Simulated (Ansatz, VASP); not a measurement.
# Nb in VASP and in Ansatz

```xyz
1
Lattice="2.7215 0.0000 0.0000 0.0000 2.7215 0.0000 0.0000 0.0000 2.7215" Properties=species:S:1:pos:R:3 pbc="T T T"
Nb    0.0000    0.0000    0.0000
```

Alike in both runs: task single point; functional PBEsol; k mesh 13 × 13 × 13; occupations fermi-dirac, width 0.1 eV; no spin polarisation.

```csv
,VASP,Ansatz
version,VASP 6.6.1,Ansatz 0.2.0
potentials or method,"VASP PAW PBE potentials, release 64 (Nb_sv), cutoff 520 eV","plane waves (420 eV) with PAW, scalar-relativistic"
valence electrons in the cell,13,13
```

VASP gave:

```
pressure (GPa) : -5.7
```

Estimate Ansatz's values.

pressure (GPa): -5.6.

VASP's potentials were made for PBE, not for PBEsol, and Ansatz warns of the same on its side. With one functional, cell and mesh, what is left measures potentials, basis and numerics.
